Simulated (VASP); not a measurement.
# S (P6/mmm) in VASP: relaxation of cell and atoms with PBE

Aim: the relaxation of cell and atoms of S with PBE.

All numbers are computed with VASP 6.6.1; they aren't measurements. Logs are shortened: lines on timing, memory, paths and dates and some standing lists are left out, and cuts for length are marked.

### 1 The cell of the first run

The structure is hexagonal, space group P6/mmm (No. 191). Conventional cell: a = 6.138 Å, b = 6.138 Å, c = 2.125 Å, α = 90.00°, β = 90.00°, γ = 120.00°. Within 2.8 Å of S (site symmetry 6/mmm) lie 2 S at 2.12 Å. S (site symmetry -6m2) has 2 S at 2.12 Å within 2.8 Å.

This isn't the form of S at room conditions, which is orthorhombic, of S8 rings.

### 2 Relaxation of cell and atoms, PBE, target pressure 2.3 GPa, at which the enthalpy is minimised

INCAR reads:

```
PREC = Accurate
ENCUT = 600
EDIFF = 1E-6
ISMEAR = -1
SIGMA = 0.08
LREAL = F
LASPH = T
NELM = 80
ALGO = Normal
ISIF = 3
LWAVE = F
LCHARG = F
GGA = PE
IBRION = 2
NSW = 32
EDIFFG = -0.005
PSTRESS = 23.0
```

KPOINTS reads:

```
regular mesh
0
Gamma
  8 8 11
```

POSCAR reads:

```
S
1.0
    6.1384503805      0.0000000000      0.0000000000
   -3.0692251902      5.3160539694      0.0000000000
    0.0000000000      0.0000000000      2.1248262480
S
3
Direct
    0.0000000000      0.0000000000      0.0000000000
    0.3333333333      0.6666666667      0.5000000000
    0.6666666667      0.3333333333      0.5000000000
```

Potentials or basis: VASP PAW PBE potentials, release 64 (S).

Run with:

```bash
$ cat potpaw_PBE.64/S/POTCAR > POTCAR
$ mpirun -np 1 vasp_std > vasp.out
```

OUTCAR:

```text
PREC = Accurate
   ENCUT = 600
   EDIFF = 1E-6
   ISMEAR = -1
   LREAL = F
   LASPH = T
   NELM = 80
   ISIF = 3
   GGA = PE
   IBRION = 2
   NSW = 32
   EDIFFG = -0.005
   PSTRESS = 23.0

 ion  position               nearest neighbor table
   1  0.000  0.000  0.000-
   2  0.333  0.667  0.500-
   3  0.667  0.333  0.500-

  LATTYP: Found a hexagonal cell.
 ALAT       =     6.1384503805
 C/A-ratio  =     0.3461502686

  Lattice vectors:

 A1 = (   6.1384503805,   0.0000000000,   0.0000000000)
 A2 = (  -3.0692251902,   5.3160539694,   0.0000000000)
 A3 = (   0.0000000000,   0.0000000000,   2.1248262480)

Analysis of symmetry for initial positions (statically):
=====================================================================
 Subroutine PRICEL returns:
 Original cell was already a primitive cell.

 Routine SETGRP: Setting up the symmetry group for a
 hexagonal supercell.

 Subroutine GETGRP returns: Found 24 space group operations
 (whereof 24 operations were pure point group operations)
 out of a pool of 24 trial point group operations.

The static configuration has the point symmetry D_6h.

Analysis of symmetry for dynamics (positions and initial velocities):
=====================================================================
 Subroutine PRICEL returns:
 Original cell was already a primitive cell.

 Routine SETGRP: Setting up the symmetry group for a
 hexagonal supercell.

 Subroutine GETGRP returns: Found 24 space group operations
 (whereof 24 operations were pure point group operations)
 out of a pool of 24 trial point group operations.

The dynamic configuration has the point symmetry D_6h.

 Subroutine INISYM returns: Found 24 space group operations
 (whereof 24 operations are pure point group operations),
 and found     1 'primitive' translations

----------------------------------------------------------------------------------------

                                     Primitive cell

  volume of cell :      69.3380

  direct lattice vectors                    reciprocal lattice vectors
     6.138450381  0.000000000  0.000000000     0.162907564  0.094054726  0.000000000
    -3.069225190  5.316053969  0.000000000     0.000000000  0.188109452  0.000000000
     0.000000000  0.000000000  2.124826248     0.000000000  0.000000000  0.470626716

  length of vectors
     6.138450381  6.138450380  2.124826248     0.188109452  0.188109452  0.470626716

  position of ions in fractional coordinates (direct lattice)
     0.000000000  0.000000000  0.000000000
     0.333333333  0.666666667  0.500000000
     0.666666667  0.333333333  0.500000000

  ion indices of the primitive-cell ions
   primitive index   ion index
                 1           1
                 2           2
                 3           3

----------------------------------------------------------------------------------------

 KPOINTS: regular mesh

Automatic generation of k-mesh.
 Grid dimensions read from file:
 generate k-points for:    8    8   11

 Generating k-lattice:

  Cartesian coordinates                     Fractional coordinates (reciprocal lattice)
     0.020363446  0.011756841  0.000000000     0.125000000  0.000000000  0.000000000
     0.000000000  0.023513682  0.000000000     0.000000000  0.125000000  0.000000000
     0.000000000  0.000000000  0.042784247     0.000000000  0.000000000  0.090909091

  Length of vectors
     0.023513682  0.023513682  0.042784247

  Shift w.r.t. Gamma in fractional coordinates (k-lattice)
     0.000000000  0.000000000  0.000000000

 Subroutine IBZKPT returns following result:
 ===========================================

 Found     60 irreducible k-points:

 Following reciprocal coordinates:
            Coordinates               Weight
  0.000000  0.000000  0.000000      1.000000
  0.125000  0.000000  0.000000      6.000000
  0.250000  0.000000  0.000000      6.000000
  0.375000  0.000000  0.000000      6.000000
  0.500000  0.000000  0.000000      3.000000
  0.125000  0.125000  0.000000      6.000000
[... 16 lines left out ...]
  0.250000  0.000000  0.181818     12.000000
  0.375000  0.000000  0.181818     12.000000
 [... further k-points ...]
   k-points           NKPTS =     60   k-points in BZ     NKDIM =     60   number of bands    NBANDS=     13
   number of dos      NEDOS =    301   number of ions     NIONS =      3
   total plane-waves  NPLWV =  45000
   dimension x,y,z NGX =    50 NGY =   50 NGZ =   18
   dimension x,y,z NGXF=   100 NGYF=  100 NGZF=   36
   ions per type =               3
   NGX,Y,Z   is equivalent  to a cutoff of  13.54, 13.54, 14.08 a.u.
   NGXF,Y,Z  is equivalent  to a cutoff of  27.08, 27.08, 28.17 a.u.
 SYSTEM =  unknown system
   PREC   = accura    normal or accurate (medium, high low for compatibility)
   ISTART =      0    job   : 0-new  1-cont  2-samecut
   ICHARG =      2    charge: 1-file 2-atom 10-const
   ISPIN  =      1    spin polarized calculation?
   LNONCOLLINEAR =      F non collinear calculations
   LSORBIT =      F    spin-orbit coupling
   LASPH  =      T    aspherical Exc in radial PAW
   ENCUT  =  600.0 eV  44.10 Ry    6.64 a.u.  12.26 12.26  4.24*2*pi/ulx,y,z
   NELM   =     80;   NELMIN=  2; NELMDL= -5     # of ELM steps
   EDIFF  = 0.1E-05   stopping-criterion for ELM
   LREAL  =      F    real-space projection
   EDIFFG = -.5E-02   stopping-criterion for IOM
   NSW    =     32    number of steps for IOM
   IBRION =      2    ionic relax: 0-MD 1-quasi-New 2-CG
   NFREE  =      1    steps in history (QN), initial steepest desc. (CG)
   ISIF   =      3    stress and relaxation
   ISYM   =      2    0-nonsym 1-usesym 2-fastsym
   POTIM  = 0.5000    time-step for ionic-motion
   TEBEG  =    0.0;   TEEND  =   0.0 temperature during run
   PSTRESS=   23.0 pullay stress
   NELECT =      18.0000    total number of electrons
   NUPDOWN=      -1.0000    fix difference up-down
   EMIN   =  10.00;   EMAX   =-10.00  energy-range for DOS
   EFERMI =   0.00;   METHOD = LEGACY
   ISMEAR =    -1;   SIGMA  =   0.08  broadening in eV -4-tet -1-fermi 0-gaus
   EFERMI_NEDOS =   21; number of points for ismear=-14 and -15
   IALGO  =     38    algorithm
   IMIX   =      4    mixing-type and parameters
     AMIX     =   0.40;   BMIX     =  1.00
     AMIX_MAG =   1.60;   BMIX_MAG =  1.00
  volume/ion in A,a.u.               =      23.11       155.97
  Fermi-wavevector in a.u.,A,eV,Ry     =   1.044340  1.973516 14.839134  1.090646
  Thomas-Fermi vector in A             =   2.179088
   LORBIT       =      0    0 simple, 1 ext, 2 COOP (PROOUT), +10 PAW based schemes
   GGA     = PE    functional components
   LHFCALC =     F    Hartree Fock is set to
   AEXX    =    0.0000 exact exchange contribution
   IVDW    =     0    specifies the selected vdW correction
   LEPSILON=     F    determine dielectric tensor
   LRPA    =     F    only Hartree local field effects (RPA)
 conjugate gradient relaxation of ions
 non-spin polarized calculation
  energy-cutoff  :      600.00
  volume of cell :       69.34
 maximum number of plane-waves:      2343
 NGX is ok and might be reduce to    50
   NGX = 25   NGY = 25   NGZ =  9

--------------------------------------- Ionic step        1  -------------------------------------------

 number of electron      17.9999999 magnetization

 Free energy of the ion-electron system (eV)
  ---------------------------------------------------
  ext. energy  EPLUGINS =         0.00000000
  ---------------------------------------------------
  free energy    TOTEN  =       -10.01778442 eV

  energy without entropy =       -9.94377900  energy(sigma->0) =       -9.98078171

------------------------ aborting loop because EDIFF is reached ----------------------------------------

  FORCE on cell =-STRESS in cart. coord.  units (eV):
  Direction    XX          YY          ZZ          XY          YZ          ZX
  --------------------------------------------------------------------------------------
  -------------------------------------------------------------------------------------
  Total        0.9627951      0.9627951      0.7298554      0.0000000     -0.0000000     -0.0000000
  in kB       22.2470731     22.2470731     16.8645928      0.0000000     -0.0000000     -0.0000000
  external PRESSURE =      -2.5470870 kB  Pullay stress =      23.0000000 kB
[... 100 lines left out ...]
  energy  without entropy=       -9.9408513870  energy(sigma->0) =       -9.97831337

  enthalpy is  TOTEN    =        -9.0226571229 eV   P V=        0.9931182271

[... ionic steps 4 to 10 ...]

--------------------------------------- Ionic step       11  -------------------------------------------

 number of electron      18.0000000 magnetization

------------------------ aborting loop because EDIFF is reached ----------------------------------------
[... 73 lines left out ...]
--------------------------------------- Ionic step       13  -------------------------------------------

 number of electron      18.0000000 magnetization

 Free energy of the ion-electron system (eV)
  ---------------------------------------------------
  ext. energy  EPLUGINS =         0.00000000
  ---------------------------------------------------
  free energy    TOTEN  =       -10.01166581 eV

  energy without entropy =       -9.93629392  energy(sigma->0) =       -9.97397986

 E-fermi :   3.0808     XC(G=0):  -8.9833

 val. band max:        3.0802574345   @ k =   0.2500   0.0000   0.2727
 cond. band min:       3.0836700584   @ k =   0.1250   0.1250   0.2727
 fundamental gap:      0.0034126239
 Fermi energy:         3.0807752485

 k-point     1 :       0.0000    0.0000    0.0000
  band No.  band energies     occupation
      1     -12.7660      2.00000
      2     -12.0899      2.00000
      3     -12.0750      2.00000
      4      -1.4853      2.00000
      5      -1.4853      2.00000
      6      -1.4684      2.00000
      7      -1.4684      2.00000
      8       0.8463      2.00000
      9       0.8463      2.00000
     10       7.3843      0.00000
     11      12.0861      0.00000
     12      12.0861      0.00000
     13      12.1686      0.00000
[... 354 lines left out ...]
  band No.  band energies     occupation
      1     -11.5341      2.00000
      2     -11.2670      2.00000
      3     -11.1471      2.00000
      4      -1.2508      2.00000
      5      -0.6219      2.00000
      6       0.3504      2.00000
      7       0.6666      2.00000
      8       0.8533      2.00000
      9       1.3315      2.00000
     10       6.4013      0.00000
     11       6.5293      0.00000
     12       6.6405      0.00000
     13       9.9662      0.00000

 [... further k-points ...]

------------------------ aborting loop because EDIFF is reached ----------------------------------------

  FORCE on cell =-STRESS in cart. coord.  units (eV):
  Direction    XX          YY          ZZ          XY          YZ          ZX
  --------------------------------------------------------------------------------------
  -------------------------------------------------------------------------------------
  Total        0.9858582      0.9858582      0.9937589      0.0000000      0.0000000     -0.0000000
  in kB       22.9281431     22.9281431     23.1118890      0.0000000      0.0000000     -0.0000000
  external PRESSURE =      -0.0106083 kB  Pullay stress =      23.0000000 kB
[... 22 lines left out ...]
  energy  without entropy=       -9.9362939154  energy(sigma->0) =       -9.97397986

  enthalpy is  TOTEN    =        -9.0227178950 eV   P V=        0.9889479129

 reached required accuracy - stopping structural energy minimisation
```

Run time: 5.5 min. Hardware: 1 thread of AMD EPYC 7R43 (Zen 3), shared host; peak memory 0.19 GiB.

What came out:

* Free energy: -10.0117 eV
* Relaxed volume: 22.96 Å³/atom
* Relaxed cell: a = 6.124 Å, b = 6.124 Å, c = 2.121 Å, α = 90.00°, β = 90.00°, γ = 120.00°
* Space group after relaxing (to 0.1 Å): P6/mmm (No. 191)
* Energy change on relaxing (the run minimises the enthalpy): +2.0 meV/atom
* Ionic steps: 13
* Pressure after relaxing: 2.3 GPa
* Band gap on the k mesh: zero (bands 9 and 10 overlap by 1.92 eV)

The path:
```tsv
step	energy change (eV)	largest force (eV/Å)	pressure (GPa)	volume (Å³)
1	0.0000	0.0000	2.05	69.34
2	0.0055	0.0000	2.54	68.97
3	0.0020	0.0000	2.26	69.18
4	0.0020	0.0000	2.26	69.18
5	0.0026	0.0000	2.25	69.13
6	0.0047	0.0000	2.27	68.99
7	0.0056	0.0000	2.27	68.93
8	0.0073	0.0000	2.29	68.81
9	0.0064	0.0000	2.29	68.87
10	0.0061	0.0000	2.30	68.89
11	0.0058	0.0000	2.28	68.91
12	0.0069	0.0000	2.34	68.84
13	0.0061	0.0000	2.30	68.89
```

Final structure:
```
S
1.0
     6.12417    0.00000    0.00000
    -3.06208    5.30369    0.00000
     0.00000    0.00000    2.12095
S
3
Direct
  0.00000 0.00000 0.00000
  0.33333 0.66667 0.50000
  0.66667 0.33333 0.50000
```

Caveat: the cell is relaxed towards a set pressure, so the run minimises the enthalpy, not the energy.
